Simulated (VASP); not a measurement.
Crystal: BaHf3O2.

```
CELL_PARAMETERS angstrom
6.00564 0.00000 0.00000
-3.00282 5.20104 0.00000
0.00000 0.00000 3.46475
ATOMIC_POSITIONS crystal
Ba 0.00000 0.00000 0.50000
Hf 0.00000 0.50000 0.00000
Hf 0.50000 0.00000 0.00000
Hf 0.50000 0.50000 0.00000
O 0.33333 0.66667 0.50000
O 0.66667 0.33333 0.50000
```

```yaml
Program: VASP 6.6.1
Task: relaxation of cell and atoms
Functional: PBE
Potentials_or_basis: VASP PAW PBE potentials, release 64 (Ba_sv, Hf_pv, O)
Cutoff: 600 eV
k_mesh: 6 × 6 × 12
Occupations: gaussian, width 0.1 eV
Spin: no spin polarisation
```

At the start: pressure -0.7 GPa; volume 18.04 Å³/atom.

Problem. Where does the relaxation end?

Solution. Over 13 steps the energy falls by 203.3 meV/atom and the volume is 17.83 Å³/atom (-1.2 %); space group P6/mmm (No. 191, to 0.05 Å).

Step by step:
```csv
step,energy change (eV),largest force (eV/Å),pressure (GPa),volume (Å³)
1,0.0000,0.0000,-0.72,108.22
2,-0.6069,0.0000,-0.96,106.68
3,0.1923,0.0000,16.95,98.68
4,-0.9384,0.0000,0.01,105.32
5,-1.0182,0.0000,7.29,101.55
6,-1.1408,0.0000,2.40,103.78
7,-1.1521,0.0000,4.94,102.55
8,-1.1687,0.0000,3.85,103.06
9,-1.1681,0.0000,-3.15,111.02
10,-1.2198,0.0000,0.09,106.96
11,-1.2198,0.0000,0.16,106.88
12,-1.2199,0.0000,-0.04,107.02
13,-1.2200,0.0000,0.04,106.96
```

Final structure:
```
CELL_PARAMETERS angstrom
6.50249 0.00000 0.00000
-3.25124 5.63132 0.00000
0.00000 0.00000 2.92111
ATOMIC_POSITIONS crystal
Ba 0.00000 0.00000 0.50000
Hf 0.00000 0.50000 0.00000
Hf 0.50000 0.00000 0.00000
Hf 0.50000 0.50000 0.00000
O 0.33333 0.66667 0.50000
O 0.66667 0.33333 0.50000
```
